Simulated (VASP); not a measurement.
Input of a VASP 6.6.1 run:

The input POSCAR:

```
SnO2
1.0
    4.4279340000      0.0000000000      0.0000000000
    0.0000000000      4.4279340000      0.0000000000
    0.0000000000      0.0000000000      3.4273530000
Sn O
2 4
Direct
    0.0000000000      0.0000000000      0.0000000000
    0.5000000000      0.5000000000      0.5000000000
    0.3103570000      0.3103570000      0.0000000000
    0.6896430000      0.6896430000      0.0000000000
    0.1896430000      0.8103570000      0.5000000000
    0.8103570000      0.1896430000      0.5000000000
```

Contents of INCAR.step1:

```
SYSTEM = SnO2
PREC = Accurate
ENCUT = 580
ISMEAR = -1
SIGMA = 0.05
LREAL = .FALSE.
LASPH = .TRUE.
NELM = 120
NBANDS = 35
GGA = PE
ALGO = Normal
EDIFF = 1E-5
LWAVE = .TRUE.
LCHARG = .FALSE.
GGA_COMPAT = .FALSE.
```

Contents of INCAR.step2:

```
SYSTEM = SnO2
PREC = Accurate
ENCUT = 580
EDIFF = 1E-6
ISMEAR = -1
SIGMA = 0.05
LREAL = .FALSE.
LASPH = .TRUE.
NELM = 120
ALGO = Normal
ISIF = 2
LWAVE = .FALSE.
LCHARG = .TRUE.
METAGGA = R2SCAN
LMIXTAU = .TRUE.
LELF = .TRUE.
LVHAR = .TRUE.
NBANDS = 35
ISTART = 1
GGA_COMPAT = .FALSE.
```

KPOINTS

```
regular mesh
0
G
  4 4 2
  0 0 0
```

Potentials or basis: VASP PAW PBE potentials, release 64 (Sn_d, O).

Run with:

```bash
$ cat potpaw_PBE.64/Sn_d/POTCAR potpaw_PBE.64/O/POTCAR > POTCAR
$ cp INCAR.step1 INCAR
$ mpirun -np 1 vasp_std > vasp.out
$ cp INCAR.step2 INCAR
$ mpirun -np 1 vasp_std > vasp.out
```

Question: What does it give for the largest force?

Answer: 0.188 eV/Å.

Question: Estimate the band gap on the k mesh.

Answer: 2.41 eV, direct.

Question: Predict the pressure.

Answer: 17.2 GPa.

Forces in eV/Å, atoms in the order of the input:
```
Sn   0.000  0.000  0.000
Sn   0.000  0.000  0.000
O   -0.133 -0.133  0.000
O    0.133  0.133  0.000
O    0.133 -0.133  0.000
O   -0.133  0.133  0.000
```

Caveat: the k points lie up to 0.92 Å⁻¹ apart; the PAW data sets were made with another functional, which shifts forces and pressure a little; spin-orbit coupling is left out, which moves the levels of the heavy elements.
